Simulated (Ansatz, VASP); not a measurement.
# Al2GaSb3: VASP beside Ansatz

```xyz
6
Lattice="6.9214 0.0000 0.0000 -3.4607 5.9941 0.0000 0.0000 0.0000 4.0899" Properties=species:S:1:pos:R:3 pbc="T T T"
Al    3.4607    1.9980    0.0000
Al    0.0000    3.9960    0.0000
Ga    0.0000    0.0000    0.0000
Sb    3.4607    0.0000    2.0449
Sb   -1.7303    2.9970    2.0449
Sb    1.7303    2.9970    2.0449
```

Change from the starting cell: species swapped into the YB2Ir3 type (P6/mmm, No. 191).

Alike in both runs: functional PBE; k mesh 6 × 6 × 10; occupations gaussian, width 0.1 eV; no spin polarisation.

Ansatz relaxed the structure, and its values are those at the end. VASP's run is a single point on that final structure, the one shown.

|  | VASP | Ansatz |
| --- | --- | --- |
| version | VASP 6.6.1 | Ansatz 0.2.0 |
| potentials or method | VASP PAW PBE potentials, release 64 (Al, Ga_d, Sb), cutoff 520 eV | scalar-relativistic, plane waves, PAW |
| valence electrons in the cell | 34 | 64 |

|  | VASP | Ansatz | Ansatz less VASP |
| --- | --- | --- | --- |
| gap on the k mesh at the Fermi level (eV) | none | none | - |
| pressure (GPa) | 0.1 | 0.0 | -0.06 |

A gap of «none» marks a metal or a gap that the smearing closes. VASP's potentials hold 34 valence electrons a cell and Ansatz's 64, so a difference there can come from the potentials and not from the codes.

Neither program's run includes spin-orbit coupling.
